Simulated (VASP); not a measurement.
A run of VASP 6.6.1:

File INCAR:

```
PREC = Accurate ; ENCUT = 600
EDIFF = 1E-6 ; ISMEAR = 0
SIGMA = 0.01 ; LREAL = False
LASPH = True ; NELM = 120
ALGO = Normal ; ISIF = 2
LWAVE = False ; LCHARG = False
GGA = PS ; NBANDS = 11
GGA_COMPAT = False
```

The input KPOINTS:

```
Automatic mesh
0
Gamma
  10 10 10
```

Contents of POSCAR:

```
MgO
1.0
    0.0000000000      2.0983923702      2.0983923702
    2.0983923702      0.0000000000      2.0983923702
    2.0983923702      2.0983923702      0.0000000000
Mg O
1 1
Direct
    0.0000000000      0.0000000000      0.0000000000
    0.5000000000      0.5000000000      0.5000000000
```

Potentials or basis: VASP PAW PBE potentials, release 64 (Mg, O).

Command:

```sh
$ cat potpaw_PBE.64/Mg/POTCAR potpaw_PBE.64/O/POTCAR > POTCAR
$ mpirun -np 1 vasp_std > vasp.out
```

Hardware: 1 thread of Intel Xeon 6975P-C, with other jobs on the host.

**Question.** Estimate the wall time of this run.

**Answer.** Run time: 7.5 s on 1 thread of Intel Xeon 6975P-C, with other jobs on the host, peak memory 0.14 GiB. Counts: scf iterations 12, k points 47.
